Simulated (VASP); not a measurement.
# BeTe (F-43m) in VASP: further runs

BeTe is run at these levels: revPBE+D4, RPBE+D4, PBE; tasks: single point.

All numbers are computed with VASP 6.6.1; they aren't measurements. Logs are shortened: lines on timing, memory, paths and dates and some standing lists are left out, and cuts for length are marked.

## 1. The cell of the first run

The structure is cubic, space group F-43m (No. 216). Conventional cell: a = 5.501 Å, b = 5.501 Å, c = 5.501 Å, α = 90.00°, β = 90.00°, γ = 90.00°. Be (site symmetry -43m) has 4 Te at 2.38 Å within 3.1 Å. Within 3.1 Å of Te (site symmetry -43m) lie 4 Be at 2.38 Å.

## 2. Single point, revPBE+D4 (20.81 Å³/atom)

Input file INCAR:

```
SYSTEM = BeTe
  PREC = Accurate
  ENCUT = 600
  EDIFF = 1E-6
  ISMEAR = 0
  SIGMA = 0.05
  LREAL = .False.
  LASPH = .True.
  NELM = 120
  ALGO = Normal
  ISIF = 2
  LWAVE = .False.
  LCHARG = .False.
  GGA = RE
  IVDW = 13
  NBANDS = 11
  GGA_COMPAT = .False.
```

Input file KPOINTS:

```
regular mesh
0
Gamma
  8 8 8
  0 0 0
```

Input file POSCAR:

```
BeTe
1.0
    0.0000000000      2.7504940954      2.7504940954
    2.7504940954      0.0000000000      2.7504940954
    2.7504940954      2.7504940954      0.0000000000
Be Te
1 1
Direct
    0.0000000000      0.0000000000      0.0000000000
    0.7500000000      0.7500000000      0.7500000000
```

Potentials or basis: VASP PAW PBE potentials, release 64 (Be, Te).

On the command line:

```bash
cat potpaw_PBE.64/Be/POTCAR potpaw_PBE.64/Te/POTCAR > POTCAR
mpirun -np 1 vasp_std > vasp.out
```

OUTCAR:

```text
SYSTEM = BeTe
   PREC = Accurate
   ENCUT = 600
   EDIFF = 1E-6
   ISMEAR = 0
   LREAL = .False.
   LASPH = .True.
   NELM = 120
   ISIF = 2
   GGA = RE
   IVDW = 13

 ion  position               nearest neighbor table
   1  0.000  0.000  0.000-   2 2.38   2 2.38   2 2.38   2 2.38
   2  0.750  0.750  0.750-   1 2.38   1 2.38   1 2.38   1 2.38

  LATTYP: Found a face centered cubic cell.
 ALAT       =     5.5009881908

  Lattice vectors:

 A1 = (   0.0000000000,   2.7504940954,   2.7504940954)
 A2 = (   2.7504940954,   0.0000000000,   2.7504940954)
 A3 = (   2.7504940954,   2.7504940954,   0.0000000000)

Analysis of symmetry for initial positions (statically):
=====================================================================
 Subroutine PRICEL returns:
 Original cell was already a primitive cell.

 Routine SETGRP: Setting up the symmetry group for a
 face centered cubic supercell.

 Subroutine GETGRP returns: Found 24 space group operations
 (whereof 24 operations were pure point group operations)
 out of a pool of 48 trial point group operations.

The static configuration has the point symmetry T_d .

Analysis of symmetry for dynamics (positions and initial velocities):
=====================================================================
 Subroutine PRICEL returns:
 Original cell was already a primitive cell.

 Routine SETGRP: Setting up the symmetry group for a
 face centered cubic supercell.

 Subroutine GETGRP returns: Found 24 space group operations
 (whereof 24 operations were pure point group operations)
 out of a pool of 48 trial point group operations.

The dynamic configuration has the point symmetry T_d .

 Subroutine INISYM returns: Found 24 space group operations
 (whereof 24 operations are pure point group operations),
 and found     1 'primitive' translations

----------------------------------------------------------------------------------------

                                     Primitive cell

  volume of cell :      41.6162

  direct lattice vectors                    reciprocal lattice vectors
     0.000000000  2.750494095  2.750494095    -0.181785520  0.181785520  0.181785520
     2.750494095  0.000000000  2.750494095     0.181785520 -0.181785520  0.181785520
     2.750494095  2.750494095  0.000000000     0.181785520  0.181785520 -0.181785520

  length of vectors
     3.889786053  3.889786053  3.889786053     0.314861757  0.314861757  0.314861757

  position of ions in fractional coordinates (direct lattice)
     0.000000000  0.000000000  0.000000000
     0.750000000  0.750000000  0.750000000

  ion indices of the primitive-cell ions
   primitive index   ion index
                 1           1
                 2           2

----------------------------------------------------------------------------------------

 KPOINTS: regular mesh

Automatic generation of k-mesh.
 Grid dimensions read from file:
 generate k-points for:    8    8    8

 Generating k-lattice:

  Cartesian coordinates                     Fractional coordinates (reciprocal lattice)
    -0.022723190  0.022723190  0.022723190     0.125000000  0.000000000  0.000000000
     0.022723190 -0.022723190  0.022723190     0.000000000  0.125000000  0.000000000
     0.022723190  0.022723190 -0.022723190     0.000000000  0.000000000  0.125000000

  Length of vectors
     0.039357720  0.039357720  0.039357720

  Shift w.r.t. Gamma in fractional coordinates (k-lattice)
     0.000000000  0.000000000  0.000000000

 Subroutine IBZKPT returns following result:
 ===========================================

 Found     29 irreducible k-points:

 Following reciprocal coordinates:
            Coordinates               Weight
  0.000000  0.000000  0.000000      1.000000
  0.125000  0.000000  0.000000      8.000000
  0.250000  0.000000  0.000000      8.000000
  0.375000  0.000000  0.000000      8.000000
  0.500000  0.000000  0.000000      4.000000
  0.125000  0.125000  0.000000      6.000000
[... 16 lines left out ...]
  0.500000  0.250000  0.125000     48.000000
 -0.375000  0.250000  0.125000     24.000000
 [... further k-points ...]
   k-points           NKPTS =     29   k-points in BZ     NKDIM =     29   number of bands    NBANDS=     11
   number of dos      NEDOS =    301   number of ions     NIONS =      2
   total plane-waves  NPLWV =  32768
   dimension x,y,z NGX =    32 NGY =   32 NGZ =   32
   dimension x,y,z NGXF=    64 NGYF=   64 NGZF=   64
   ions per type =               1   1
   NGX,Y,Z   is equivalent  to a cutoff of  13.68, 13.68, 13.68 a.u.
   NGXF,Y,Z  is equivalent  to a cutoff of  27.35, 27.35, 27.35 a.u.
 SYSTEM =  BeTe
   PREC   = accura    normal or accurate (medium, high low for compatibility)
   ISTART =      0    job   : 0-new  1-cont  2-samecut
   ICHARG =      2    charge: 1-file 2-atom 10-const
   ISPIN  =      1    spin polarized calculation?
   LNONCOLLINEAR =      F non collinear calculations
   LSORBIT =      F    spin-orbit coupling
   LASPH  =      T    aspherical Exc in radial PAW
   ENCUT  =  600.0 eV  44.10 Ry    6.64 a.u.   7.77  7.77  7.77*2*pi/ulx,y,z
   NELM   =    120;   NELMIN=  2; NELMDL= -5     # of ELM steps
   EDIFF  = 0.1E-05   stopping-criterion for ELM
   LREAL  =      F    real-space projection
   EDIFFG = 0.1E-04   stopping-criterion for IOM
   NSW    =      0    number of steps for IOM
   IBRION =     -1    ionic relax: 0-MD 1-quasi-New 2-CG
   NFREE  =      0    steps in history (QN), initial steepest desc. (CG)
   ISIF   =      2    stress and relaxation
   ISYM   =      2    0-nonsym 1-usesym 2-fastsym
   POTIM  = 0.5000    time-step for ionic-motion
   TEBEG  =    0.0;   TEEND  =   0.0 temperature during run
   PSTRESS=    0.0 pullay stress
   NELECT =       8.0000    total number of electrons
   NUPDOWN=      -1.0000    fix difference up-down
   EMIN   =  10.00;   EMAX   =-10.00  energy-range for DOS
   EFERMI =   0.00;   METHOD = LEGACY
   ISMEAR =     0;   SIGMA  =   0.05  broadening in eV -4-tet -1-fermi 0-gaus
   EFERMI_NEDOS =   21; number of points for ismear=-14 and -15
   IALGO  =     38    algorithm
   IMIX   =      4    mixing-type and parameters
     AMIX     =   0.40;   BMIX     =  1.00
     AMIX_MAG =   1.60;   BMIX_MAG =  1.00
  volume/ion in A,a.u.               =      20.81       140.42
  Fermi-wavevector in a.u.,A,eV,Ry     =   0.944824  1.785458 12.145810  0.892692
  Thomas-Fermi vector in A             =   2.072666
   LORBIT       =      0    0 simple, 1 ext, 2 COOP (PROOUT), +10 PAW based schemes
   GGA     = RE    functional components
   LHFCALC =     F    Hartree Fock is set to
   AEXX    =    0.0000 exact exchange contribution
   IVDW    =    13    specifies the selected vdW correction
   LEPSILON=     F    determine dielectric tensor
   LRPA    =     F    only Hartree local field effects (RPA)
 non-spin polarized calculation
 Gauss-broadening in eV      SIGMA  =   0.05
  energy-cutoff  :      600.00
  volume of cell :       41.62
 maximum number of plane-waves:      1411
   NGX = 15   NGY = 15   NGZ = 15

 number of electron       8.0000000 magnetization

 Free energy of the ion-electron system (eV)
  ---------------------------------------------------
  ext. energy  EPLUGINS =         0.00000000
  ---------------------------------------------------
  free energy    TOTEN  =        -7.02094390 eV

  energy without entropy =       -7.02094390  energy(sigma->0) =       -7.02094390

 E-fermi :   6.2298     XC(G=0):  -9.2717

 val. band max:        5.9844181248   @ k =   0.0000   0.0000   0.0000
 cond. band min:       7.8325470950   @ k =   0.5000   0.5000   0.0000
 fundamental gap:      1.8481289703
 Fermi energy:         6.2297623954

 k-point     1 :       0.0000    0.0000    0.0000
  band No.  band energies     occupation
      1      -6.7904      2.00000
      2       5.9844      2.00000
      3       5.9844      2.00000
      4       5.9844      2.00000
      5       9.5464      0.00000
      6       9.5464      0.00000
      7       9.5464      0.00000
      8      10.4025      0.00000
      9      14.4896      0.00000
     10      16.3436      0.00000
     11      16.3436      0.00000

 k-point     2 :       0.1250    0.0000    0.0000
  band No.  band energies     occupation
      1      -6.6269      2.00000
      2       4.5796      2.00000
      3       5.7168      2.00000
      4       5.7168      2.00000
      5       9.6578      0.00000
      6       9.9269      0.00000
      7       9.9269      0.00000
      8      11.5824      0.00000
      9      14.9119      0.00000
     10      15.3485      0.00000
     11      15.3485      0.00000

 k-point     3 :       0.2500    0.0000    0.0000
  band No.  band energies     occupation
      1      -6.1715      2.00000
      2       2.4213      2.00000
      3       5.2292      2.00000
      4       5.2292      2.00000
      5       9.4905      0.00000
      6      10.4896      0.00000
      7      10.4896      0.00000
      8      13.4329      0.00000
      9      15.0763      0.00000
     10      15.0763      0.00000
     11      15.2554      0.00000

 k-point     4 :       0.3750    0.0000    0.0000
  band No.  band energies     occupation
      1      -5.5780      2.00000
      2       0.6917      2.00000
      3       4.8603      2.00000
      4       4.8603      2.00000
      5       9.3370      0.00000
      6      10.5995      0.00000
      7      10.5995      0.00000
      8      13.9425      0.00000
      9      16.2226      0.00000
     10      16.2226      0.00000
     11      16.2350      0.00000
[... 239 lines left out ...]
 k-point    22 :       0.3750    0.2500    0.1250
  band No.  band energies     occupation
      1      -5.7915      2.00000
      2       2.1812      2.00000
      3       3.4955      2.00000
      4       4.6248      2.00000
      5       9.5671      0.00000
      6      11.0907      0.00000
      7      11.3720      0.00000
      8      12.4784      0.00000
      9      15.3198      0.00000
     10      16.9187      0.00000
     11      17.4840      0.00000

 k-point    23 :       0.5000    0.2500    0.1250
  band No.  band energies     occupation
      1      -5.2588      2.00000
      2       1.0037      2.00000
      3       2.9359      2.00000
      4       4.1170      2.00000
      5      10.0491      0.00000
      6      10.7746      0.00000
      7      12.0620      0.00000
      8      13.1234      0.00000
      9      16.0788      0.00000
     10      16.6801      0.00000
     11      18.5792      0.00000

 k-point    24 :      -0.3750    0.2500    0.1250
  band No.  band energies     occupation
      1      -4.9821      2.00000
      2       0.4400      2.00000
      3       2.8307      2.00000
      4       3.8685      2.00000
      5      10.1960      0.00000
      6      10.4781      0.00000
      7      12.9003      0.00000
      8      14.0063      0.00000
      9      14.6680      0.00000
     10      17.7824      0.00000
     11      18.2203      0.00000

 [... further k-points ...]

------------------------ aborting loop because EDIFF is reached ----------------------------------------

  DFT-D4 for vdW energy calculation

  Edisp (eV):   -1.16323

  FORCE on cell =-STRESS in cart. coord.  units (eV):
  Direction    XX          YY          ZZ          XY          YZ          ZX
  --------------------------------------------------------------------------------------
  -------------------------------------------------------------------------------------
  Total       0.75249     0.75249     0.75249     0.00000    -0.00000     0.00000
  in kB      28.96989    28.96989    28.96989     0.00000    -0.00000     0.00000
  external pressure =       28.97 kB  Pullay stress =        0.00 kB

 VOLUME and BASIS-vectors are now :
 -----------------------------------------------------------------------------
  energy-cutoff  :      600.00
  volume of cell :       41.62
      direct lattice vectors                 reciprocal lattice vectors
     0.000000000  2.750494095  2.750494095    -0.181785520  0.181785520  0.181785520
     2.750494095  0.000000000  2.750494095     0.181785520 -0.181785520  0.181785520
     2.750494095  2.750494095  0.000000000     0.181785520  0.181785520 -0.181785520

 POSITION                                       TOTAL-FORCE (eV/Angst)
 -----------------------------------------------------------------------------------
      0.00000      0.00000      0.00000        -0.000000      0.000000      0.000000
      4.12574      4.12574      4.12574         0.000000     -0.000000     -0.000000
 -----------------------------------------------------------------------------------
    total drift:                               -0.000000     -0.000000     -0.000000

  FREE ENERGIE OF THE ION-ELECTRON SYSTEM (eV)
  ---------------------------------------------------
  free  energy   TOTEN  =        -8.1841755073 eV

  energy  without entropy=       -8.1841755073  energy(sigma->0) =       -8.18417551
```

It took 16 s on 1 thread of AMD EPYC 7R13, shared host; peak memory 0.18 GiB.

What came out:

```yaml
Free_energy: -8.1842 eV
Pressure: 2.9 GPa
Band_gap_on_the_k_mesh: 1.85 eV (least direct gap 3.56 eV)
Dispersion_energy_per_atom: -0.582 eV
```

Levels at points of the mesh, in eV from the valence-band top:
```
           k point  band 1  band 2  band 3  band 4  band 5  band 6  band 7  band 8  band 9
(0.00, 0.00, 0.00)  -12.77    0.00    0.00    0.00    3.56    3.56    3.56    4.42    8.51
(0.50, 0.00, 0.00)  -11.24   -6.00   -1.26   -1.26    3.30    4.57    4.57    7.87   11.38
(0.50, 0.50, 0.00)  -10.67   -5.51   -2.92   -2.92    1.85    2.58   10.21   10.21   12.08
```

Caveat: the PAW data sets were made with another functional, which shifts forces and pressure a little; spin-orbit coupling is left out, which moves the levels of the heavy elements. A k mesh can miss the band edges.

[end of part 1 of 2]
